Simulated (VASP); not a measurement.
SrB3Pt:

```xyz
5
Lattice="3.9510 0.0000 0.0000 0.0000 3.9510 0.0000 0.0000 0.0000 3.9510" Properties=species:S:1:pos:R:3 pbc="T T T"
Sr    0.0000    0.0000    0.0000
B     0.0000    1.9755    1.9755
B     1.9755    0.0000    1.9755
B     1.9755    1.9755    0.0000
Pt    1.9755    1.9755    1.9755
```

The cell was built from a structure type or drawn by symmetry, and may not be a known phase.

```yaml
Program: VASP 6.6.1
Task: relaxation of cell and atoms
Functional: PBE
Potentials_or_basis: VASP PAW PBE potentials, release 64 (Sr_sv, B, Pt)
Cutoff: 600 eV
k_mesh: 4 × 4 × 4
Occupations: gaussian, width 0.1 eV
Spin: no spin polarisation
```

At the start: pressure 38.4 GPa; volume 12.34 Å³/atom.

Q: How do energy, volume and symmetry change on relaxing?

A: Over 4 steps the energy falls by 280.3 meV/atom and the volume is 15.12 Å³/atom (+22.6 %); space group Pm-3m (No. 221, to 0.1 Å) before and after.

Step by step:
| step | energy change (eV) | largest force (eV/Å) | pressure (GPa) | volume (Å³) |
| --- | --- | --- | --- | --- |
| 1 | 0.0000 | 0.0000 | 38.45 | 61.68 |
| 2 | -0.4426 | 0.0000 | -15.16 | 92.06 |
| 3 | -1.4010 | 0.0000 | -0.59 | 75.89 |
| 4 | -1.4017 | 0.0000 | -0.10 | 75.59 |

Final structure:
```
Sr B Pt
1.0
     4.22815    0.00000    0.00000
     0.00000    4.22815    0.00000
     0.00000    0.00000    4.22815
Sr B Pt
1 3 1
Direct
  0.00000 0.00000 0.00000
  0.00000 0.50000 0.50000
  0.50000 0.00000 0.50000
  0.50000 0.50000 0.00000
  0.50000 0.50000 0.50000
```

Caveat: the k points lie up to 0.37 Å⁻¹ apart in the final cell, too coarse for converged energies and pressures of a metal; the volume moved by over 15 % at a fixed basis, so the end points are rough.
